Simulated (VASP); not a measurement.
# V (Pm-3m) in VASP: a series of runs

Runs on V. Level: PBEsol. Tasks: single point, relaxation of cell and atoms.

All numbers are computed with VASP 6.6.1; they aren't measurements. Logs are shortened: lines on timing, memory, paths and dates and some standing lists are left out, and cuts for length are marked.

## 1. The cell of the first run

It takes space group Pm-3m (No. 221, cubic). Conventional cell: a = 2.187 Å, b = 2.187 Å, c = 2.187 Å, α = 90.00°, β = 90.00°, γ = 90.00°. V (site symmetry m-3m) has 6 V at 2.19 Å within 2.9 Å.

## 2. Single point, PBEsol

Input file INCAR:

```
ALGO = Normal
EDIFF = 1E-7
ENCUT = 520
GGA = PS
ISIF = 2
ISMEAR = -1
LASPH = True
LCHARG = True
LELF = True
LREAL = False
LVHAR = True
LWAVE = False
NBANDS = 12
NELM = 100
PREC = Accurate
SIGMA = 0.05
```

Input file KPOINTS:

```
k-points
0
Gamma
  17 17 17
```

Input file POSCAR:

```
V
1.0
    2.1873000908      0.0000000000      0.0000000000
    0.0000000000      2.1873000908      0.0000000000
    0.0000000000      0.0000000000      2.1873000908
V
1
Direct
    0.0000000000      0.0000000000      0.0000000000
```

Potentials or basis: VASP PAW PBE potentials, release 64 (V_sv).

Launch:

```console
$ cat potpaw_PBE.64/V_sv/POTCAR > POTCAR
$ mpirun -np 1 vasp_std > vasp.out
```

OUTCAR:

```text
EDIFF = 1E-7
   ENCUT = 520
   GGA = PS
   ISIF = 2
   ISMEAR = -1
   LASPH = True
   LREAL = False
   NELM = 100
   PREC = Accurate

 ion  position               nearest neighbor table
   1  0.000  0.000  0.000-

  LATTYP: Found a simple cubic cell.
 ALAT       =     2.1873000908

  Lattice vectors:

 A1 = (   2.1873000908,   0.0000000000,   0.0000000000)
 A2 = (   0.0000000000,   2.1873000908,   0.0000000000)
 A3 = (   0.0000000000,   0.0000000000,   2.1873000908)

Analysis of symmetry for initial positions (statically):
=====================================================================
 Subroutine PRICEL returns:
 Original cell was already a primitive cell.

 Routine SETGRP: Setting up the symmetry group for a
 simple cubic supercell.

 Subroutine GETGRP returns: Found 48 space group operations
 (whereof 48 operations were pure point group operations)
 out of a pool of 48 trial point group operations.

The static configuration has the point symmetry O_h .

Analysis of symmetry for dynamics (positions and initial velocities):
=====================================================================
 Subroutine PRICEL returns:
 Original cell was already a primitive cell.

 Routine SETGRP: Setting up the symmetry group for a
 simple cubic supercell.

 Subroutine GETGRP returns: Found 48 space group operations
 (whereof 48 operations were pure point group operations)
 out of a pool of 48 trial point group operations.

The dynamic configuration has the point symmetry O_h .

 Subroutine INISYM returns: Found 48 space group operations
 (whereof 48 operations are pure point group operations),
 and found     1 'primitive' translations

----------------------------------------------------------------------------------------

                                     Primitive cell

  volume of cell :      10.4647

  direct lattice vectors                    reciprocal lattice vectors
     2.187300091  0.000000000  0.000000000     0.457184638  0.000000000  0.000000000
     0.000000000  2.187300091  0.000000000     0.000000000  0.457184638  0.000000000
     0.000000000  0.000000000  2.187300091     0.000000000  0.000000000  0.457184638

  length of vectors
     2.187300091  2.187300091  2.187300091     0.457184638  0.457184638  0.457184638

  position of ions in fractional coordinates (direct lattice)
     0.000000000  0.000000000  0.000000000

  ion indices of the primitive-cell ions
   primitive index   ion index
                 1           1

----------------------------------------------------------------------------------------

[... 74 lines left out ...]
   NFREE  =      0    steps in history (QN), initial steepest desc. (CG)
   ISIF   =      2    stress and relaxation
   ISYM   =      2    0-nonsym 1-usesym 2-fastsym
   POTIM  = 0.5000    time-step for ionic-motion
   TEBEG  =    0.0;   TEEND  =   0.0 temperature during run
   PSTRESS=    0.0 pullay stress
   NELECT =      13.0000    total number of electrons
   NUPDOWN=      -1.0000    fix difference up-down
   EMIN   =  10.00;   EMAX   =-10.00  energy-range for DOS
   EFERMI =   0.00;   METHOD = LEGACY
   ISMEAR =    -1;   SIGMA  =   0.05  broadening in eV -4-tet -1-fermi 0-gaus
   EFERMI_NEDOS =   21; number of points for ismear=-14 and -15
   IALGO  =     38    algorithm
   IMIX   =      4    mixing-type and parameters
     AMIX     =   0.40;   BMIX     =  1.00
     AMIX_MAG =   1.60;   BMIX_MAG =  1.00
  volume/ion in A,a.u.               =      10.46        70.62
  Fermi-wavevector in a.u.,A,eV,Ry     =   1.759871  3.325675 42.139243  3.097147
  Thomas-Fermi vector in A             =   2.828749
   LORBIT       =      0    0 simple, 1 ext, 2 COOP (PROOUT), +10 PAW based schemes
   GGA     = PS    functional components
   LHFCALC =     F    Hartree Fock is set to
   AEXX    =    0.0000 exact exchange contribution
   IVDW    =     0    specifies the selected vdW correction
   LEPSILON=     F    determine dielectric tensor
   LRPA    =     F    only Hartree local field effects (RPA)
 non-spin polarized calculation
  energy-cutoff  :      520.00
  volume of cell :       10.46
 maximum number of plane-waves:       292
   NGX =  9   NGY =  9   NGZ =  9

 number of electron      12.9999988 magnetization

 Free energy of the ion-electron system (eV)
  ---------------------------------------------------
  ext. energy  EPLUGINS =         0.00000000
  ---------------------------------------------------
  free energy    TOTEN  =        -8.05532598 eV

  energy without entropy =       -8.04575529  energy(sigma->0) =       -8.05054063

 E-fermi :  13.2899     XC(G=0): -14.3893

 val. band max:       13.2692742975   @ k =   0.2353   0.2353   0.1765
 cond. band min:      13.2959633405   @ k =   0.4118   0.0588   0.0000
 fundamental gap:      0.0266890431
 Fermi energy:        13.2899145435

 k-point     1 :       0.0000    0.0000    0.0000
  band No.  band energies     occupation
      1     -50.4993      2.00000
      2     -22.8448      2.00000
      3     -22.8448      2.00000
      4     -22.8448      2.00000
      5       6.3337      2.00000
      6       9.8605      2.00000
      7       9.8605      2.00000
      8      18.4587      0.00000
      9      18.4587      0.00000
     10      18.4587      0.00000
     11      36.1083      0.00000
     12      36.1083      0.00000
[... 331 lines left out ...]
 k-point    24 :       0.4706    0.1176    0.0000
  band No.  band energies     occupation
      1     -49.9025      2.00000
      2     -25.4487      2.00000
      3     -22.9366      2.00000
      4     -22.5608      2.00000
      5      11.1563      2.00000
      6      11.7369      2.00000
      7      12.2324      2.00000
      8      15.3258      0.00000
      9      16.8553      0.00000
     10      18.3389      0.00000
     11      24.9844      0.00000
     12      35.0949      0.00000

 [... further k-points ...]
[... 5 lines left out ...]
  --------------------------------------------------------------------------------------
  -------------------------------------------------------------------------------------
  Total        5.2500753      5.2500753      5.2500753      0.0000000      0.0000000      0.0000000
  in kB      803.8055494    803.8055494    803.8055494      0.0000000      0.0000000      0.0000000
  external PRESSURE =     803.8055494 kB  Pullay stress =       0.0000000 kB

 VOLUME and BASIS-vectors are now :
 -----------------------------------------------------------------------------
  energy-cutoff  :      520.00
  volume of cell :       10.46
      direct lattice vectors                 reciprocal lattice vectors
     2.187300091  0.000000000  0.000000000     0.457184638  0.000000000  0.000000000
     0.000000000  2.187300091  0.000000000     0.000000000  0.457184638  0.000000000
     0.000000000  0.000000000  2.187300091     0.000000000  0.000000000  0.457184638

 POSITION                                       TOTAL-FORCE (eV/Angst)
 -----------------------------------------------------------------------------------
      0.00000      0.00000      0.00000         0.000000      0.000000      0.000000
 -----------------------------------------------------------------------------------
    total drift:                                0.000000      0.000000      0.000000

  FREE ENERGIE OF THE ION-ELECTRON SYSTEM (eV)
  ---------------------------------------------------
  free  energy   TOTEN  =        -8.0553259754 eV

  energy  without entropy=       -8.0457552921  energy(sigma->0) =       -8.05054063
```

stdout:

```text
POSCAR found type information on POSCAR V
 POSCAR found :  1 types and       1 ions
 scaLAPACK will be used
 -----------------------------------------------------------------------------
|                                                                             |
|                                                                             |
|     You enforced a specific xc type in the INCAR file but a different       |
|     I HOPE YOU KNOW WHAT YOU ARE DOING!                                     |
|                                                                             |
 -----------------------------------------------------------------------------

 LDA part: xc-table for (Slater+PW92), standard interpolation
 POSCAR, INCAR and KPOINTS ok, starting setup
 FFT: planning ... GRIDC
 FFT: planning ... GRID_SOFT
 FFT: planning ... GRID
 WAVECAR not read
 entering main loop
```

Wall time 14 s (1 thread of AMD EPYC 7R43 (Zen 3), shared host); peak memory 0.09 GiB.

What came out:

```yaml
Free_energy: -8.0553 eV
Pressure: 80.4 GPa
```

Caveat: the PAW data sets were made with another functional, which shifts forces and pressure a little.

## 3. Single point, PBEsol

Input file INCAR:

```
PREC = Accurate
ENCUT = 520
EDIFF = 1E-7
ISMEAR = -1
SIGMA = 0.05
LREAL = False
LASPH = True
NELM = 80
ALGO = Normal
ISIF = 2
LWAVE = False
LCHARG = False
GGA = PS
NBANDS = 12
```

Input file KPOINTS:

```
regular mesh
0
Gamma
  17 17 17
```

Input file POSCAR:

```
V
1.0
    2.1870877156      0.0000000000      0.0000000000
    0.0000000000      2.1870877156      0.0000000000
    0.0000000000      0.0000000000      2.1870877156
V
1
Direct
    0.0000000000      0.0000000000      0.0000000000
```

Potentials or basis: VASP PAW PBE potentials, release 64 (V_sv).

Launch:

```console
$ cat potpaw_PBE.64/V_sv/POTCAR > POTCAR
$ mpirun -np 1 vasp_std > vasp.out
```

It took 13 s on 1 thread of AMD EPYC 7R43 (Zen 3), shared host; peak memory 0.09 GiB.

Results (log left out):

```yaml
Free_energy: -8.0538 eV
Pressure: 80.5 GPa
```

Levels at points of the mesh, in eV from the Fermi level:
```csv
k point,band 4,band 5,band 6,band 7,band 8,band 9,band 10,band 11
"(0.00, 0.00, 0.00)",-36.13,-6.96,-3.43,-3.43,5.17,5.17,5.17,22.82
```

Caveat: the PAW data sets were made with another functional, which shifts forces and pressure a little.

## 4. Relaxation of cell and atoms, PBEsol, target pressure 78 GPa, at which the enthalpy is minimised

Input file INCAR:

```
PREC = Accurate
ENCUT = 600
EDIFF = 1E-6
ISMEAR = -1
SIGMA = 0.05
LREAL = False
LASPH = True
NELM = 80
ALGO = Normal
ISIF = 3
LWAVE = False
LCHARG = False
GGA = PS
IBRION = 2
NSW = 32
EDIFFG = -0.005
PSTRESS = 780.0
```

KPOINTS is that of step 3.

Input file POSCAR:

```
V
1.0
    2.1873000908      0.0000000000      0.0000000000
    0.0000000000      2.1873000908      0.0000000000
    0.0000000000      0.0000000000      2.1873000908
V
1
Direct
    0.0000000000      0.0000000000      0.0000000000
```

Launch:

```console
$ cat potpaw_PBE.64/V_sv/POTCAR > POTCAR
$ mpirun -np 1 vasp_std > vasp.out
```

Run time: 43 s. Hardware: 1 thread of AMD EPYC 7R43 (Zen 3), shared host; peak memory 0.1 GiB.

It converged, with:

```
Free energy                                            : -8.0840 eV
Relaxed volume                                         : 10.52 Å³/atom
Relaxed cell                                           : a = 2.191 Å, b = 2.191 Å, c = 2.191 Å, α = 90.00°, β = 90.00°, γ = 90.00°
Space group after relaxing (to 0.05 Å)                 : Pm-3m (No. 221)
Energy change on relaxing (the enthalpy is what falls) : -28.4 meV/atom
Ionic steps                                            : 3
Pressure after relaxing                                : 78.0 GPa
```

Step by step:
```tsv
step	energy change (eV)	largest force (eV/Å)	pressure (GPa)	volume (Å³)
1	0.0000	0.0000	80.23	10.46
2	-0.1053	0.0000	71.73	10.69
3	-0.0284	0.0000	77.99	10.52
```

Final structure:
```yaml
crystal:
  lattice:
    - [2.19129, 0.00000, 0.00000]
    - [0.00000, 2.19129, 0.00000]
    - [0.00000, 0.00000, 2.19129]
  atoms:
    - { symbol: V, position: [0.00000, 0.00000, 0.00000] }
```

Levels at points of the mesh, in eV from the Fermi level:
| k point | band 3 | band 4 | band 5 | band 6 | band 7 | band 8 | band 9 | band 10 |
| --- | --- | --- | --- | --- | --- | --- | --- | --- |
| (0.00, 0.00, 0.00) | -36.15 | -36.15 | -6.95 | -3.40 | -3.40 | 5.14 | 5.14 | 5.14 |

Caveat: the cell is relaxed towards a set pressure, so the enthalpy falls and the energy may rise; the PAW data sets were made with another functional, which shifts forces and pressure a little.

## 5. Relaxation of cell and atoms, PBEsol, target pressure 78 GPa, at which the enthalpy is minimised

This run uses another cell than the first one, of 10.55 Å³/atom, 1.008 times its volume.

Input file INCAR:

```
  PREC = Accurate
  ENCUT = 600
  EDIFF = 1E-6
  ISMEAR = -1
  SIGMA = 0.05
  LREAL = F
  LASPH = T
  NELM = 80
  ALGO = Normal
  ISIF = 3
  LWAVE = F
  LCHARG = F
  GGA = PS
  IBRION = 2
  NSW = 60
  EDIFFG = -0.005
  PSTRESS = 780.0
```

Input file KPOINTS:

```
Automatic mesh
0
Gamma
  17 17 17
```

Input file POSCAR:

```
V
1.0
    2.1928996521      0.0000000000      0.0000000000
    0.0000000000      2.1928996521      0.0000000000
    0.0000000000      0.0000000000      2.1928996521
V
1
Direct
    0.0000000000      0.0000000000      0.0000000000
```

Launch:

```console
$ cat potpaw_PBE.64/V_sv/POTCAR > POTCAR
$ mpirun -np 1 vasp_std > vasp.out
```

Wall time 44 s (1 thread of AMD EPYC 7R43 (Zen 3), shared host); peak memory 0.1 GiB.

It converged, with:

```
Free energy                                            : -8.0836 eV
Relaxed volume                                         : 10.52 Å³/atom
Relaxed cell                                           : a = 2.191 Å, b = 2.191 Å, c = 2.191 Å, α = 90.00°, β = 90.00°, γ = 90.00°
Space group after relaxing (to 0.05 Å)                 : Pm-3m (No. 221)
Energy change on relaxing (the enthalpy is what falls) : +11.7 meV/atom
Ionic steps                                            : 3
Pressure after relaxing                                : 78.0 GPa
```

The path:
```csv
step,energy change (eV),largest force (eV/Å),pressure (GPa),volume (Å³)
1,0.0000,0.0000,77.03,10.55
2,0.0479,0.0000,80.97,10.45
3,0.0117,0.0000,78.00,10.52
```

Final structure:
```cif
data_structure
_symmetry_space_group_name_H-M 'P 1'
_symmetry_Int_Tables_number 1
_cell_length_a 2.1912
_cell_length_b 2.1912
_cell_length_c 2.1912
_cell_angle_alpha 90.000
_cell_angle_beta 90.000
_cell_angle_gamma 90.000
_cell_volume 10.52
loop_
_atom_site_label
_atom_site_type_symbol
_atom_site_fract_x
_atom_site_fract_y
_atom_site_fract_z
_atom_site_occupancy
V1 V 0.00000 0.00000 0.00000 1
```

Levels at points of the mesh, in eV from the Fermi level:
```tsv
k point	band 5	band 6	band 7	band 8	band 9	band 10
(0.00, 0.00, 0.00)	-6.95	-3.40	-3.40	5.14	5.14	5.14
```

Caveat: the cell is relaxed towards a set pressure, so the enthalpy falls and the energy may rise; the PAW data sets were made with another functional, which shifts forces and pressure a little.

## 6. Summary

```tsv
task	cell	cutoff (eV)	gap on the mesh (eV)	pressure (GPa)
single point	a = 2.187 Å, 1 atom	520	none	80.5
relaxation of cell and atoms	relaxed to 78 GPa from a = 2.187 Å, 1 atom	600	none	78.0
relaxation of cell and atoms	relaxed to 78 GPa from a = 2.193 Å, 1 atom	600	none	78.0
```

Alike in all rows: level PBEsol; potentials or basis VASP PAW PBE potentials, release 64 (V_sv); no spin polarisation; k mesh 17 × 17 × 17; smearing fermi-dirac 0.05 eV.

Caveats: the PAW data sets were made with another functional, which shifts forces and pressure a little; the cell is relaxed towards a set pressure, so the enthalpy falls and the energy may rise (some runs).

Total energies depend on the potentials used, so only differences within one code and one set of settings carry meaning.
